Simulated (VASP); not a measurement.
Write the native input for VASP 6.6.1 that does the following.

* Task: single point
* Functional: HSE06
* Potentials or basis: VASP PAW PBE potentials, release 64 (Ba_sv, Ti_sv, O)
* Cutoff: 520 eV
* k mesh: 4 × 4 × 4
* Occupations: gaussian, width 0.01 eV
* Spin: no spin polarisation
* Dipole correction: no
* Grid for exact exchange (PRECFOCK): Fast
* Further INCAR settings: ALGO = Normal; EDIFF = 1e-06; NBANDS = 28
* Screening parameter: 0.2079 1/Å

Crystal: BaTiO3.

```
CELL_PARAMETERS angstrom
3.89260 0.00000 0.00000
0.00000 3.89260 0.00000
0.00000 0.00000 4.25875
ATOMIC_POSITIONS crystal
Ba 0.50000 0.50000 0.59314
Ti 0.00000 0.00000 0.11211
O 0.00000 0.50000 0.05917
O 0.50000 0.00000 0.05917
O 0.00000 0.00000 0.53640
```

This cell differs from its parent crystal: epitaxial xy strain -2.0%.

The input as run:

POSCAR

```
BaTiO3
1.0
    3.8925998650      0.0000000000      0.0000000000
    0.0000000000      3.8925998650      0.0000000000
    0.0000000000      0.0000000000      4.2587526924
Ba Ti O
1 1 3
Direct
    0.5000000000      0.5000000000      0.5931437032
    0.0000000000      0.0000000000      0.1121118325
    0.0000000000      0.5000000000      0.0591699801
    0.5000000000      0.0000000000      0.0591699801
    0.0000000000      0.0000000000      0.5364014941
```

INCAR.step1

```
PREC     = Accurate       # precision mode
ENCUT    = 520            # plane-wave cutoff, eV
EDIFF    = 1E-5           # SCF threshold, eV
ISMEAR   = 0              # smearing method
SIGMA    = 0.01           # smearing width, eV
LREAL    = False          # projectors in reciprocal space
LASPH    = True           # aspherical terms in the spheres
NELM     = 80             # most SCF steps
ALGO     = Normal         # electronic algorithm
ISIF     = 2              # what is computed and relaxed
LWAVE    = True           # write WAVECAR
LCHARG   = False          # write CHGCAR
GGA      = PE             # functional
NBANDS   = 28             # bands
KPAR     = 4
```

INCAR.step2

```
PREC     = Accurate       # precision mode
ENCUT    = 520            # plane-wave cutoff, eV
EDIFF    = 1E-6           # SCF threshold, eV
ISMEAR   = 0              # smearing method
SIGMA    = 0.01           # smearing width, eV
LREAL    = False          # projectors in reciprocal space
LASPH    = True           # aspherical terms in the spheres
NELM     = 80             # most SCF steps
ALGO     = Normal         # electronic algorithm
ISIF     = 2              # what is computed and relaxed
LWAVE    = False          # write WAVECAR
LCHARG   = False          # write CHGCAR
GGA      = PE             # functional
LHFCALC  = True           # exact exchange
HFSCREEN = 0.2079         # screening, 1/A
PRECFOCK = Fast         
ISTART   = 1            
NBANDS   = 28             # bands
KPAR     = 4
```

KPOINTS

```
Automatic mesh
0
Gamma
  4 4 4
```

Potentials or basis: VASP PAW PBE potentials, release 64 (Ba_sv, Ti_sv, O).

Run with:

```bash
$ cat potpaw_PBE.64/Ba_sv/POTCAR potpaw_PBE.64/Ti_sv/POTCAR potpaw_PBE.64/O/POTCAR > POTCAR
$ cp INCAR.step1 INCAR
$ mpirun -np 4 vasp_std > vasp.out
$ cp INCAR.step2 INCAR
$ mpirun -np 4 vasp_std > vasp.out
```

Results of the run:

```
Pressure               : 3.4 GPa
Largest force          : 0.264 eV/Å
Band gap on the k mesh : 3.34 eV, indirect (least direct gap 4.00 eV)
```

Caveat: the cell differs from its parent crystal (epitaxial xy strain -2.0%); the PAW data sets were made with another functional, which shifts forces and pressure a little; spin-orbit coupling is left out, which moves the levels of the heavy elements.

Run time: 6.4 min on 4 MPI ranks on Intel(R) Xeon(R) Platinum 8488C (Sapphire Rapids) (shared host), peak memory 0.3 GiB a rank.
